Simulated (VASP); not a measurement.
Input of a VASP 6.6.1 run:

INCAR

```
PREC     = Accurate       # precision mode
ENCUT    = 600            # plane-wave cutoff, eV
EDIFF    = 1E-7           # SCF threshold, eV
ISMEAR   = 0              # smearing method
SIGMA    = 0.1            # smearing width, eV
LREAL    = False          # projectors in reciprocal space
LASPH    = True           # aspherical terms in the spheres
NELM     = 80             # most SCF steps
ALGO     = Fast           # electronic algorithm
ISIF     = 3              # what is computed and relaxed
LWAVE    = False          # write WAVECAR
LCHARG   = False          # write CHGCAR
GGA      = PS             # functional
IBRION   = 2              # ionic algorithm
NSW      = 100            # ionic steps
EDIFFG   = -0.002         # ionic threshold
```

The input KPOINTS:

```
Automatic mesh
0
Gamma
  15 15 8
```

File POSCAR:

```
Y
1.0
    3.6425693900      0.0000000000      0.0000000000
   -1.8212847000      3.1545576300      0.0000000000
    0.0000000000      0.0000000000      5.8791583500
Y
2
Direct
    0.3333333300      0.6666666700      0.2500000000
    0.6666666700      0.3333333300      0.7500000000
```

Potentials or basis: VASP PAW PBE potentials, release 64 (Y_sv).

Run with:

```console
$ cat potpaw_PBE.64/Y_sv/POTCAR > POTCAR
$ mpirun -np 1 vasp_std > vasp.out
```

(1) Estimate the band gap on the k mesh.

(2) Estimate the relaxed cell.

(3) What does it give for the space group after relaxing (to 0.1 Å)?

Results:

(1) zero (bands 11 and 12 overlap by 1.59 eV).

(2) a = 3.595 Å, b = 3.595 Å, c = 5.578 Å, α = 90.00°, β = 90.00°, γ = 120.00°.

(3) P6_3/mmc (No. 194).
